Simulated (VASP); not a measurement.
Here is a VASP 6.6.1 calculation.

The input INCAR:

```
  PREC = Accurate
  ENCUT = 520
  EDIFF = 1E-6
  ISMEAR = 0
  SIGMA = 0.01
  LREAL = False
  LASPH = True
  NELM = 60
  ALGO = Normal
  ISIF = 2
  LWAVE = False
  LCHARG = False
  GGA = CA
  NBANDS = 26
```

File KPOINTS:

```
Automatic mesh
0
Gamma
  8 8 4
```

The input POSCAR:

```
ZnO
1.0
    3.1552743932      0.0000000000      0.0000000000
   -1.5776371966      2.7325477804      0.0000000000
    0.0000000000      0.0000000000      5.1833196002
Zn O
2 2
Direct
    0.3333333333      0.6666666667      0.5002826654
    0.6666666667      0.3333333333      0.0002826654
    0.6666666667      0.3333333333      0.3787273346
    0.3333333333      0.6666666667      0.8787273346
```

Potentials or basis: VASP PAW LDA potentials, release 64 (Zn, O).

Run with:

```bash
$ cat potpaw_LDA.64/Zn/POTCAR potpaw_LDA.64/O/POTCAR > POTCAR
$ mpirun -np 1 vasp_std > vasp.out
```

Task: Estimate the band gap on the k mesh.

Result: 0.80 eV, direct.

Task: What does it give for the largest force?

Result: 0.177 eV/Å.

Task: Predict the pressure.

Result: 3.6 GPa.

Stress tensor (GPa, compression positive):
```
5.11 0.00 0.00
0.00 5.11 0.00
0.00 0.00 0.66
```

Caveat: the cell differs from its parent crystal (in-plane strain -0.01).
